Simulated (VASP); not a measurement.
Input of a VASP 6.6.1 run:

INCAR

```
ALGO = Normal ; EDIFF = 1E-7
ENCUT = 520 ; GGA = PS
ISIF = 2 ; ISMEAR = -1
LASPH = True ; LCHARG = False
LREAL = False ; LWAVE = False
NBANDS = 7 ; NELM = 80
PREC = Accurate ; SIGMA = 0.05
```

The input KPOINTS:

```
k-points
0
Gamma
  12 12 13
```

Contents of POSCAR:

```
Be
1.0
    2.2327400000      0.0000000000      0.0000000000
    0.0000000000      2.2327400000      0.0000000000
    0.0000000000      0.0000000000      2.0656500000
Be
1
Direct
    0.5000000000      0.5000000000      0.0000000000
```

Potentials or basis: VASP PAW PBE potentials, release 64 (Be).

Run with:

```sh
$ cat potpaw_PBE.64/Be/POTCAR > POTCAR
$ mpirun -np 1 vasp_std > vasp.out
```

(1) What does it give for the pressure?

(2) Predict the band gap on the k mesh.

Results:

(1) -0.4 GPa.

(2) zero (band 1 reaches 9.29 eV, above the bottom of band 2 at 2.49 eV).

Caveat: the PAW data sets were made with another functional, which shifts forces and pressure a little.
